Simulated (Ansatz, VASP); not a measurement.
One calculation of Al2Au, two programs

Contents of INCAR:

```
SYSTEM = Al2Au
PREC = Accurate ; ENCUT = 600
EDIFF = 1E-7 ; ISMEAR = 0
SIGMA = 0.1 ; LREAL = .FALSE.
LASPH = .TRUE. ; NELM = 100
ALGO = Fast ; ISIF = 3
LWAVE = .FALSE. ; LCHARG = .FALSE.
GGA = PE ; IBRION = 2
NSW = 90 ; EDIFFG = -0.04
```

The input KPOINTS:

```
regular mesh
0
G
  6 6 6
  0 0 0
```

File POSCAR:

```
Al2Au
1.0
    4.4067823399      0.0000000000      0.0000000000
   -2.2033911700      3.8163854554      0.0000000000
    0.0000000000      0.0000000000      3.0995729366
Al Au
2 1
Direct
    0.3333333333      0.6666666667      0.5000000000
    0.6666666667      0.3333333333      0.5000000000
    0.0000000000      0.0000000000      0.0000000000
```

Input for Ansatz:

```yaml
crystal:
  lattice:
    - [4.4067823399, 0.0, 0.0]
    - [-2.20339117, 3.8163854554, 0.0]
    - [0.0, 0.0, 3.0995729366]
  atoms:
    - { symbol: Al, position: [0.3333333333, 0.6666666667, 0.5] }
    - { symbol: Al, position: [0.6666666667, 0.3333333333, 0.5] }
    - { symbol: Au, position: [0.0, 0.0, 0.0] }
basis:
  ecutwfc: 420
kpoints:
  mp_grid: { grid: [6, 6, 6] }
hamiltonian:
  xc: pbe
scf:
  occupations: { method: gaussian, width: 0.1 }
  lower_state_search: "off"
output:
  forces: true
  stress: true
  eigenvalues: true
relax:
  adjacent_minimum: "off"
  f_tol: 0.04
  max_steps: 70
  cell: { stress_tol: 0.4 }
```

Alike in both runs: task relaxation of cell and atoms; functional PBE; k mesh 6 × 6 × 6; occupations gaussian, width 0.1 eV; no spin polarisation.

|  | VASP | Ansatz |
| --- | --- | --- |
| version | VASP 6.6.1 | Ansatz 0.2.0 |
| potentials or method | VASP PAW PBE potentials, release 64 (Al, Au), cutoff 600 eV | scalar-relativistic, plane waves, PAW |
| valence electrons in the cell | 17 | 25 |

```tsv
	VASP	Ansatz	Ansatz less VASP
gap on the k mesh at the Fermi level, each at its own relaxed structure (eV)	none	none	-
relaxed volume (Å³/atom)	18.19	18.20	+0.012
relaxed cell length with the largest relative difference (Å)	3.098	3.099	+0.0012
```

A gap of «none» marks a metal or a gap that the smearing closes. VASP's potentials hold 17 valence electrons a cell and Ansatz's 25, so a difference there can come from the potentials and not from the codes.

Neither program's run includes spin-orbit coupling.
